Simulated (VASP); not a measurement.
Here is a VASP 6.6.1 calculation.

INCAR

```
SYSTEM = NaHF2
  PREC = Accurate
  ENCUT = 520
  EDIFF = 1E-6
  ISMEAR = -1
  SIGMA = 0.02
  LREAL = .FALSE.
  LASPH = .TRUE.
  NELM = 60
  ALGO = Normal
  ISIF = 2
  LWAVE = .FALSE.
  LCHARG = .FALSE.
  NBANDS = 19
```

KPOINTS

```
Automatic mesh
0
G
  10 10 10
  0 0 0
```

File POSCAR:

```
NaHF2
1.0
    1.7284452171      0.9979183114      4.6388706988
   -1.7284452171      0.9979183114      4.6388706988
    0.0000000000     -1.9958366228      4.6388706988
Na H F
1 1 2
Direct
    0.0000000000      0.0000000000      0.0000000000
    0.5000000000      0.5000000000      0.5000000000
    0.4100000000      0.4100000000      0.4100000000
    0.5900000000      0.5900000000      0.5900000000
```

Potentials or basis: VASP PAW LDA potentials, release 64 (Na_pv, H, F).

The run is started by

```console
$ cat potpaw_LDA.64/Na_pv/POTCAR potpaw_LDA.64/H/POTCAR potpaw_LDA.64/F/POTCAR > POTCAR
$ mpirun -np 1 vasp_std > vasp.out
```

(1) Estimate the pressure.

(2) Predict the band gap on the k mesh.

Answers

(1) -7.0 GPa.

(2) 6.32 eV (least direct gap 6.62 eV).

Caveat: the stress differs along the axes, from -18 to -2 GPa; forces of over 1 eV/Å act on the atoms, so gaps and moduli don't describe the material at rest.
